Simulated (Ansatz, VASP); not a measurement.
**One calculation of PtSe2, two programs**

```
Se Pt
1.0
     3.70704    0.00000    0.00000
    -1.85352    3.21039    0.00000
     0.00000    0.00000   22.79816
Se Pt
4 2
Direct
  0.66667 0.33333 0.19738
  0.33333 0.66667 0.31358
  0.33333 0.16667 0.45000
  0.66667 0.83333 0.56619
  0.00000 0.00000 0.25548
  0.00000 0.50000 0.50809
```

Alike in both runs: task single point; functional PBE; dispersion D3(BJ); k mesh 9 × 9 × 1; occupations gaussian, width 0.05 eV; no spin polarisation.

|  | VASP | Ansatz |
| --- | --- | --- |
| version | VASP 6.6.1 | Ansatz 0.2.0 |
| potentials or method | VASP PAW PBE potentials, release 64 (Se, Pt), cutoff 520 eV | scalar-relativistic, plane waves, PAW |
| valence electrons in the cell | 44 | 100 |

Ansatz gave:

* gap on the k mesh at the Fermi level (eV): 0.74
* least direct gap on the mesh (eV): 0.96
* rms of the force components (eV/Å): 0.035

Task: What did VASP give for the same quantities?

Result: gap on the k mesh at the Fermi level (eV): 0.73; least direct gap on the mesh (eV): 0.95; rms of the force components (eV/Å): 0.035.

VASP's potentials hold 44 valence electrons a cell and Ansatz's 100, so a difference there can come from the potentials and not from the codes.

Spin-orbit coupling is off throughout.
